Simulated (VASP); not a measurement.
Runs of VASP 6.6.1 on MgS. The structure is that of space group I-4m2 (No. 119), or close to it. The cells are those of the table. 

| level | cell | k mesh | smearing | grid for exact exchange (PRECFOCK) | screening parameter | gap on the mesh (eV) | pressure (GPa) |
| --- | --- | --- | --- | --- | --- | --- | --- |
| PBE | a = 3.966, b = 3.966, c = 4.164 Å, angles 58.3, 58.3, 63.3°, 2 atoms | 4 × 4 × 4 | gaussian 0.01 eV | - | - | 3.19 | -0.2 |
| PBE | a = 3.966, b = 3.966, c = 4.164 Å, angles 58.3, 58.3, 63.3°, 2 atoms | 8 × 8 × 8 | fermi-dirac 0.02 eV | - | - | 3.19 | -0.2 |
| HSE06 | a = 3.966, b = 3.966, c = 4.164 Å, angles 58.3, 58.3, 63.3°, 2 atoms | 6 × 6 × 6 | gaussian 0.01 eV | Normal | 0.2079 1/Å | (c) | -1.3 |
| r2SCAN | a = 4.024, b = 4.024, c = 3.883 Å, angles 61.1, 61.1, 57.7°, 2 atoms | 8 × 8 × 8 | gaussian 0.01 eV | - | - | 4.15 | 1.0 |
| PBE | a = 4.029, b = 4.029, c = 3.843 Å, angles 61.5, 61.5, 57.0°, 2 atoms | 8 × 8 × 8 | fermi-dirac 0.02 eV | - | - | 3.47 | 2.7 |
| PBE | a = 4.029, b = 4.029, c = 3.843 Å, angles 61.5, 61.5, 57.0°, 2 atoms | 4 × 4 × 4 | gaussian 0.01 eV | - | - | 3.47 | 2.8 |
| HSE06 | a = 3.977, b = 3.977, c = 4.124 Å, angles 58.8, 58.8, 62.5°, 2 atoms | 6 × 6 × 6 | gaussian 0.01 eV | Normal | 0.2079 1/Å | 4.30 | (a) |
| PBE | a = 3.986, b = 3.986, c = 4.084 Å, angles 59.2, 59.2, 61.6°, 2 atoms | 4 × 4 × 4 | gaussian 0.01 eV | - | - | (b) | 0.4 |

Alike in all rows: task single point; potentials or basis VASP PAW PBE potentials, release 64 (Mg, S); no spin polarisation; cutoff (eV) 520.

Task: Fill in the values left out.

Result: (a) -1.1; (b) 3.32; (c) 4.24.

Caveats: some runs use coarse meshes; the PAW data sets were made with another functional, which shifts forces and pressure a little (some runs).

A k mesh can miss the band edges.
